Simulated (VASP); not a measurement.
# Al (I4/mmm) in VASP: notebook

Runs on Al. Level: PBE+D3(BJ). Tasks: single point.

All numbers are computed with VASP 6.6.1; they aren't measurements. Logs are shortened: lines on timing, memory, paths and dates and some standing lists are left out, and cuts for length are marked.

## 1. The cell of the first run

It takes space group I4/mmm (No. 139, tetragonal). The conventional cell has a = 2.945 Å, b = 2.945 Å, c = 3.058 Å, α = 90.00°, β = 90.00°, γ = 90.00°. Within 3.4 Å of Al (site symmetry 4/mmm) lie 14 Al at 2.58 to 3.06 Å.

## 2. Single point, PBE+D3(BJ) (13.26 Å³/atom)

INCAR reads:

```
SYSTEM = Al
ALGO = Normal ; EDIFF = 1E-6
ENCUT = 520 ; GGA = PE
ISIF = 2 ; ISMEAR = 0
IVDW = 12 ; LASPH = .TRUE.
LCHARG = .FALSE. ; LREAL = .FALSE.
LWAVE = .FALSE. ; NBANDS = 8
NELM = 100 ; PREC = Accurate
SIGMA = 0.15
```

KPOINTS reads:

```
k-points
0
G
  22 22 22
  0 0 0
```

POSCAR reads:

```
Al
1.0
    0.0000000000      2.0823161467      1.5290447465
    2.0823161467      0.0000000000      1.5290447465
    2.0823161467      2.0823161467      0.0000000000
Al
1
Direct
    0.0000000000      0.0000000000      0.0000000000
```

Potentials or basis: VASP PAW PBE potentials, release 64 (Al).

Command:

```sh
> cat potpaw_PBE.64/Al/POTCAR > POTCAR
> mpirun -np 1 vasp_std > vasp.out
```

OUTCAR:

```text
SYSTEM = Al
   EDIFF = 1E-6
   ENCUT = 520
   GGA = PE
   ISIF = 2
   ISMEAR = 0
   IVDW = 12
   LASPH = .TRUE.
   LREAL = .FALSE.
   NELM = 100
   PREC = Accurate
 IVDW          = 12

 ion  position               nearest neighbor table
   1  0.000  0.000  0.000-

  LATTYP: Found a body centered tetragonal cell.
 ALAT       =     2.9448397358
 C/A-ratio  =     1.0384570188

  Lattice vectors:

 A1 = (   0.0000000000,  -2.0823161467,  -1.5290447465)
 A2 = (   0.0000000000,   2.0823161467,  -1.5290447465)
 A3 = (   2.0823161467,   0.0000000000,   1.5290447465)

Analysis of symmetry for initial positions (statically):
=====================================================================
 Subroutine PRICEL returns:
 Original cell was already a primitive cell.

 Routine SETGRP: Setting up the symmetry group for a
 body centered tetragonal supercell.

 Subroutine GETGRP returns: Found 16 space group operations
 (whereof 16 operations were pure point group operations)
 out of a pool of 16 trial point group operations.

The static configuration has the point symmetry D_4h.

Analysis of symmetry for dynamics (positions and initial velocities):
=====================================================================
 Subroutine PRICEL returns:
 Original cell was already a primitive cell.

 Routine SETGRP: Setting up the symmetry group for a
 body centered tetragonal supercell.

 Subroutine GETGRP returns: Found 16 space group operations
 (whereof 16 operations were pure point group operations)
 out of a pool of 16 trial point group operations.

The dynamic configuration has the point symmetry D_4h.

 Subroutine INISYM returns: Found 16 space group operations
 (whereof 16 operations are pure point group operations),
 and found     1 'primitive' translations

----------------------------------------------------------------------------------------

                                     Primitive cell

  volume of cell :      13.2600

  direct lattice vectors                    reciprocal lattice vectors
     0.000000000  2.082316147  1.529044747    -0.240117237  0.240117237  0.327001549
     2.082316147  0.000000000  1.529044747     0.240117237 -0.240117237  0.327001549
     2.082316147  2.082316147  0.000000000     0.240117237  0.240117237 -0.327001549

  length of vectors
     2.583412157  2.583412157  2.944839736     0.471426121  0.471426121  0.471426121

  position of ions in fractional coordinates (direct lattice)
     0.000000000  0.000000000  0.000000000

  ion indices of the primitive-cell ions
   primitive index   ion index
                 1           1

----------------------------------------------------------------------------------------

 KPOINTS: k-points

Automatic generation of k-mesh.
 Grid dimensions read from file:
 generate k-points for:   22   22   22

 Generating k-lattice:

  Cartesian coordinates                     Fractional coordinates (reciprocal lattice)
    -0.010914420  0.010914420  0.014863707     0.045454545  0.000000000  0.000000000
     0.010914420 -0.010914420  0.014863707     0.000000000  0.045454545  0.000000000
     0.010914420  0.010914420 -0.014863707     0.000000000  0.000000000  0.045454545

  Length of vectors
     0.021428460  0.021428460  0.021428460

  Shift w.r.t. Gamma in fractional coordinates (k-lattice)
     0.000000000  0.000000000  0.000000000

 Subroutine IBZKPT returns following result:
 ===========================================

 Found    834 irreducible k-points:

 Following reciprocal coordinates:
            Coordinates               Weight
  0.000000  0.000000  0.000000      1.000000
  0.045455  0.000000  0.000000      8.000000
  0.090909  0.000000  0.000000      8.000000
  0.136364  0.000000  0.000000      8.000000
  0.181818  0.000000  0.000000      8.000000
  0.227273  0.000000  0.000000      8.000000
[... 16 lines left out ...]
  0.500000  0.045455  0.000000      8.000000
 -0.454545  0.045455  0.000000      8.000000
 [... further k-points ...]
   k-points           NKPTS =    834   k-points in BZ     NKDIM =    834   number of bands    NBANDS=      8
   number of dos      NEDOS =    301   number of ions     NIONS =      1
   total plane-waves  NPLWV =   9600
   dimension x,y,z NGX =    20 NGY =   20 NGZ =   24
   dimension x,y,z NGXF=    40 NGYF=   40 NGZF=   48
   ions per type =               1
   NGX,Y,Z   is equivalent  to a cutoff of  12.87, 12.87, 13.55 a.u.
   NGXF,Y,Z  is equivalent  to a cutoff of  25.74, 25.74, 27.10 a.u.
 SYSTEM =  Al
   PREC   = accura    normal or accurate (medium, high low for compatibility)
   ISTART =      0    job   : 0-new  1-cont  2-samecut
   ICHARG =      2    charge: 1-file 2-atom 10-const
   ISPIN  =      1    spin polarized calculation?
   LNONCOLLINEAR =      F non collinear calculations
   LSORBIT =      F    spin-orbit coupling
   LASPH  =      T    aspherical Exc in radial PAW
   ENCUT  =  520.0 eV  38.22 Ry    6.18 a.u.   4.80  4.80  5.48*2*pi/ulx,y,z
   NELM   =    100;   NELMIN=  2; NELMDL= -5     # of ELM steps
   EDIFF  = 0.1E-05   stopping-criterion for ELM
   LREAL  =      F    real-space projection
   EDIFFG = 0.1E-04   stopping-criterion for IOM
   NSW    =      0    number of steps for IOM
   IBRION =     -1    ionic relax: 0-MD 1-quasi-New 2-CG
   NFREE  =      0    steps in history (QN), initial steepest desc. (CG)
   ISIF   =      2    stress and relaxation
   ISYM   =      2    0-nonsym 1-usesym 2-fastsym
   POTIM  = 0.5000    time-step for ionic-motion
   TEBEG  =    0.0;   TEEND  =   0.0 temperature during run
   PSTRESS=    0.0 pullay stress
   NELECT =       3.0000    total number of electrons
   NUPDOWN=      -1.0000    fix difference up-down
   EMIN   =  10.00;   EMAX   =-10.00  energy-range for DOS
   EFERMI =   0.00;   METHOD = LEGACY
   ISMEAR =     0;   SIGMA  =   0.15  broadening in eV -4-tet -1-fermi 0-gaus
   EFERMI_NEDOS =   21; number of points for ismear=-14 and -15
   IALGO  =     38    algorithm
   IMIX   =      4    mixing-type and parameters
     AMIX     =   0.40;   BMIX     =  1.00
     AMIX_MAG =   1.60;   BMIX_MAG =  1.00
  volume/ion in A,a.u.               =      13.26        89.48
  Fermi-wavevector in a.u.,A,eV,Ry     =   0.997549  1.885094 13.539202  0.995103
  Thomas-Fermi vector in A             =   2.129712
   LORBIT       =      0    0 simple, 1 ext, 2 COOP (PROOUT), +10 PAW based schemes
   GGA     = PE    functional components
   LHFCALC =     F    Hartree Fock is set to
   AEXX    =    0.0000 exact exchange contribution
   IVDW    =    12    specifies the selected vdW correction
   LEPSILON=     F    determine dielectric tensor
   LRPA    =     F    only Hartree local field effects (RPA)
 non-spin polarized calculation
 Gauss-broadening in eV      SIGMA  =   0.15
  energy-cutoff  :      520.00
  volume of cell :       13.26
 maximum number of plane-waves:       382
   NGX =  9   NGY =  9   NGZ = 11

 number of electron       3.0000000 magnetization

 Free energy of the ion-electron system (eV)
  ---------------------------------------------------
  ext. energy  EPLUGINS =         0.00000000
  ---------------------------------------------------
  free energy    TOTEN  =        -3.39257431 eV

  energy without entropy =       -3.38848787  energy(sigma->0) =       -3.39053109

 E-fermi :  10.5181     XC(G=0): -11.0209

 val. band max:       10.5078088892   @ k =  -0.3636   0.0000   0.3636
 cond. band min:      10.5195129772   @ k =  -0.1364   0.3636   0.2727
 fundamental gap:      0.0117040881
 Fermi energy:        10.5180843943

 k-point     1 :       0.0000    0.0000    0.0000
  band No.  band energies     occupation
      1      -2.2465      2.00000
      2      24.8618      0.00000
      3      24.8618      0.00000
      4      25.8754      0.00000
      5      28.0032      0.00000
      6      28.4313      0.00000
      7      28.8060      0.00000
      8      28.8060      0.00000

 k-point     2 :       0.0455    0.0000    0.0000
  band No.  band energies     occupation
      1      -2.1787      2.00000
      2      24.1572      0.00000
      3      24.5912      0.00000
      4      25.5667      0.00000
      5      27.2832      0.00000
      6      28.1298      0.00000
      7      29.0355      0.00000
      8      29.1519      0.00000

 k-point     3 :       0.0909    0.0000    0.0000
  band No.  band energies     occupation
      1      -1.9753      2.00000
      2      22.4232      0.00000
      3      23.9652      0.00000
      4      24.8655      0.00000
      5      26.5766      0.00000
      6      27.4465      0.00000
      7      29.1107      0.00000
      8      29.3245      0.00000

 k-point     4 :       0.1364    0.0000    0.0000
  band No.  band energies     occupation
      1      -1.6371      2.00000
      2      20.3495      0.00000
      3      23.2221      0.00000
      4      24.0641      0.00000
      5      25.8689      0.00000
      6      26.8364      0.00000
      7      29.3197      0.00000
      8      29.6012      0.00000

 k-point     5 :       0.1818    0.0000    0.0000
  band No.  band energies     occupation
      1      -1.1653      2.00000
      2      18.2346      0.00000
      3      22.4728      0.00000
      4      23.3038      0.00000
      5      25.1267      0.00000
      6      26.3106      0.00000
      7      29.6265      0.00000
      8      30.0346      0.00000

 k-point     6 :       0.2273    0.0000    0.0000
  band No.  band energies     occupation
      1      -0.5618      2.00000
      2      16.1682      0.00000
      3      21.7671      0.00000
      4      22.6371      0.00000
      5      24.4353      0.00000
      6      25.8081      0.00000
      7      30.0295      0.00000
      8      30.6240      0.00000

 k-point     7 :       0.2727    0.0000    0.0000
  band No.  band energies     occupation
      1       0.1715      2.00000
      2      14.1823      0.00000
      3      21.1361      0.00000
      4      22.0774      0.00000
      5      23.8337      0.00000
      6      25.3309      0.00000
      7      30.5263      0.00000
      8      31.3576      0.00000
[... 133 lines left out ...]
 k-point    20 :       0.3636    0.0455    0.0000
  band No.  band energies     occupation
      1       2.0409      2.00000
      2      10.6294      0.29389
      3      19.2752      0.00000
      4      22.1279      0.00000
      5      22.3212      0.00000
      6      25.4144      0.00000
      7      30.8170      0.00000
      8      33.9099      0.00000

 k-point    21 :       0.4091    0.0455    0.0000
  band No.  band energies     occupation
      1       3.1354      2.00000
      2       8.9527      2.00000
      3      19.0211      0.00000
      4      21.8811      0.00000
      5      22.0117      0.00000
      6      25.1169      0.00000
      7      31.6314      0.00000
      8      34.3135      0.00000

 k-point    22 :       0.4545    0.0455    0.0000
  band No.  band energies     occupation
      1       4.3252      2.00000
      2       7.4099      2.00000
      3      18.8834      0.00000
      4      21.7482      0.00000
      5      21.8065      0.00000
      6      24.9072      0.00000
      7      32.2084      0.00000
      8      34.2913      0.00000

 k-point    23 :       0.5000    0.0455    0.0000
  band No.  band energies     occupation
      1       5.3092      2.00000
      2       6.3025      2.00000
      3      18.8641      0.00000
      4      21.7054      0.00000
      5      21.7307      0.00000
      6      24.7944      0.00000
      7      32.0225      0.00000
      8      34.5965      0.00000

 k-point    24 :      -0.4545    0.0455    0.0000
  band No.  band energies     occupation
      1       4.4163      2.00000
      2       7.3018      2.00000
      3      18.9642      0.00000
      4      21.7076      0.00000
      5      21.8291      0.00000
      6      24.7801      0.00000
      7      31.3032      0.00000
      8      35.1853      0.00000

 [... further k-points ...]

------------------------ aborting loop because EDIFF is reached ----------------------------------------

 Edisp (eV)   -0.42199

 E8    (eV) :    -0.1893

  FORCE on cell =-STRESS in cart. coord.  units (eV):
  Direction    XX          YY          ZZ          XY          YZ          ZX
  --------------------------------------------------------------------------------------
  -------------------------------------------------------------------------------------
  Total       1.87806     1.87806     1.99947     0.00000    -0.00000     0.00000
  in kB     226.92199   226.92199   241.59213     0.00000    -0.00000     0.00000
  external pressure =      231.81 kB  Pullay stress =        0.00 kB

 VOLUME and BASIS-vectors are now :
 -----------------------------------------------------------------------------
  energy-cutoff  :      520.00
  volume of cell :       13.26
      direct lattice vectors                 reciprocal lattice vectors
     0.000000000  2.082316147  1.529044747    -0.240117237  0.240117237  0.327001549
     2.082316147  0.000000000  1.529044747     0.240117237 -0.240117237  0.327001549
     2.082316147  2.082316147  0.000000000     0.240117237  0.240117237 -0.327001549

 POSITION                                       TOTAL-FORCE (eV/Angst)
 -----------------------------------------------------------------------------------
      0.00000      0.00000      0.00000         0.000000      0.000000      0.000000
 -----------------------------------------------------------------------------------
    total drift:                                0.000000      0.000000      0.000000

  FREE ENERGIE OF THE ION-ELECTRON SYSTEM (eV)
  ---------------------------------------------------
  free  energy   TOTEN  =        -3.8145606260 eV

  energy  without entropy=       -3.8104741875  energy(sigma->0) =       -3.81251741
```

Run time: 35 s. Hardware: 1 thread of Intel Xeon Platinum 8488C (Sapphire Rapids), shared host; peak memory 0.19 GiB.

What came out:

| Property | Result |
| --- | --- |
| Free energy | -3.8146 eV |
| Pressure | 23.2 GPa |
| Band gap on the k mesh | zero (an odd number of electrons rules out a gap without spin polarisation) |
| Dispersion energy per atom | -0.422 eV |

Levels at points of the mesh, in eV from the Fermi level:
```
           k point  band 1  band 2  band 3  band 4
(0.00, 0.00, 0.00)  -12.76   14.34   14.34   15.36
(0.50, 0.00, 0.00)   -5.27   -4.28    9.10   10.31
(0.50, 0.50, 0.00)    1.48    2.28    2.71    2.71
(0.50, 0.00, 0.50)   -5.04   -3.91    8.19    9.44
```

Caveat: the cell stands under pressure.

## 3. Single point, PBE+D3(BJ) (13.26 Å³/atom)

INCAR reads:

```
SYSTEM = Al
PREC     = Accurate       ! precision mode
ENCUT    = 520            ! plane-wave cutoff, eV
EDIFF    = 1E-6           ! SCF threshold, eV
ISMEAR   = 0              ! smearing method
SIGMA    = 0.15           ! smearing width, eV
LREAL    = .FALSE.        ! projectors in reciprocal space
LASPH    = .TRUE.         ! aspherical terms in the spheres
NELM     = 80             ! most SCF steps
ALGO     = Normal         ! electronic algorithm
ISIF     = 2              ! what is computed and relaxed
LWAVE    = .FALSE.        ! write WAVECAR
LCHARG   = .FALSE.        ! write CHGCAR
GGA      = PE             ! functional
IVDW     = 12             ! dispersion correction
NBANDS   = 8              ! bands
```

KPOINTS reads:

```
Automatic mesh
0
G
  22 22 22
  0 0 0
```

POSCAR reads:

```
Al
1.0
    0.0000000000      2.1366435994      1.4522766545
    2.1366435994      0.0000000000      1.4522766545
    2.1366435994      2.1366435994      0.0000000000
Al
1
Direct
    0.0000000000      0.0000000000      0.0000000000
```

Potentials or basis: VASP PAW PBE potentials, release 64 (Al).

Command:

```sh
> cat potpaw_PBE.64/Al/POTCAR > POTCAR
> mpirun -np 1 vasp_std > vasp.out
```

Run time: 35 s. Hardware: 1 thread of Intel Xeon Platinum 8488C (Sapphire Rapids), shared host; peak memory 0.19 GiB.

Results (log left out):

```
Free energy                : -3.8143 eV
Pressure                   : 23.2 GPa
Band gap on the k mesh     : zero (an odd number of electrons rules out a gap without spin polarisation)
Dispersion energy per atom : -0.422 eV
```

Stress tensor (GPa, compression positive):
```
23.70  0.00  0.00
 0.00 23.70  0.00
 0.00  0.00 22.06
```

Levels at points of the mesh, in eV from the Fermi level:
| k point | band 1 | band 2 | band 3 | band 4 |
| --- | --- | --- | --- | --- |
| (0.00, 0.00, 0.00) | -12.75 | 13.96 | 15.06 | 15.06 |
| (0.50, 0.00, 0.00) | -5.10 | -4.01 | 8.48 | 9.72 |
| (0.50, 0.50, 0.00) | 1.87 | 1.87 | 2.34 | 2.77 |
| (0.50, 0.00, 0.50) | -5.34 | -4.42 | 9.46 | 10.66 |

Caveat: the cell stands under pressure.
